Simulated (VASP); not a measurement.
Crystal: Al2Ga3As5.

```
Al Ga As
1.0
    -0.00143   -4.10643    0.02636
     4.07772    0.00143    0.04036
    -1.89541    1.95926   14.39630
Al Ga As
2 3 5
Cartesian
  2.0584 -2.1016 5.7771
  0.1718 -0.1262 8.7071
  2.1932 -2.0219 11.5385
  0.2056 -0.1101 14.4875
  -0.0487 -0.0118 2.9252
  2.1307 -0.0545 10.1402
  0.1443 -2.0914 13.0314
  -0.0031 -2.0843 1.4494
  1.9796 0.0015 4.2934
  0.1052 -2.1757 7.1599
```

```yaml
Program: VASP 6.6.1
Task: relaxation of cell and atoms
Functional: PBE
Potentials_or_basis: VASP PAW PBE potentials, release 64 (Al, Ga_d, As)
Cutoff: 600 eV
k_mesh: 4 × 4 × 4
Occupations: gaussian, width 0.1 eV
Spin: no spin polarisation
```

At the start: pressure -0.8 GPa; volume 24.16 Å³/atom.

Task: How do energy, volume and symmetry change on relaxing?

Result: Over 19 steps the energy falls by 30.1 meV/atom and the volume is 23.72 Å³/atom (-1.8 %); space group P1 (No. 1, to 0.1 Å) before, I-4m2 (No. 119, to 0.1 Å).

The path:
```tsv
step	energy change (eV)	largest force (eV/Å)	pressure (GPa)	volume (Å³)
1	0.0000	1.0733	-0.81	241.59
2	-0.2431	0.3380	-0.05	237.34
3	-0.2493	0.3991	0.16	236.53
4	-0.2734	0.1658	0.02	236.93
5	-0.2739	0.1870	0.02	236.99
6	-0.2815	0.1216	-0.04	237.17
7	-0.2846	0.1598	-0.08	237.37
8	-0.2896	0.1079	0.04	236.97
9	-0.2921	0.0883	0.16	236.53
10	-0.2964	0.0665	-0.06	237.36
11	-0.2972	0.0636	-0.20	237.93
12	-0.2990	0.0470	0.03	237.06
13	-0.2990	0.0436	-0.01	237.15
14	-0.2990	0.0447	0.03	237.12
15	-0.2997	0.0319	0.00	237.14
16	-0.2999	0.0390	0.00	237.15
17	-0.3003	0.0305	0.00	237.14
18	-0.3003	0.0340	0.01	237.14
19	-0.3006	0.0196	-0.02	237.19
```

Final structure:
```xyz
10
Lattice="0.0002 -4.0886 -0.0002 4.0882 -0.0001 -0.0016 -2.0466 2.0444 14.1906" Properties=species:S:1:pos:R:3 pbc="T T T"
Al    2.0378   -2.0514    5.6821
Al    0.0034    0.0001    8.5087
Ga    2.0507   -2.0446   11.3435
Ga   -0.0049    0.0051   14.1876
Ga   -0.0078    0.0004    2.8441
As    2.0489    0.0001    9.9144
As    0.0057   -2.0386   12.7662
As   -0.0026   -2.0429    1.4208
As    2.0370   -0.0058    4.2757
As   -0.0046   -2.0441    7.0968
```
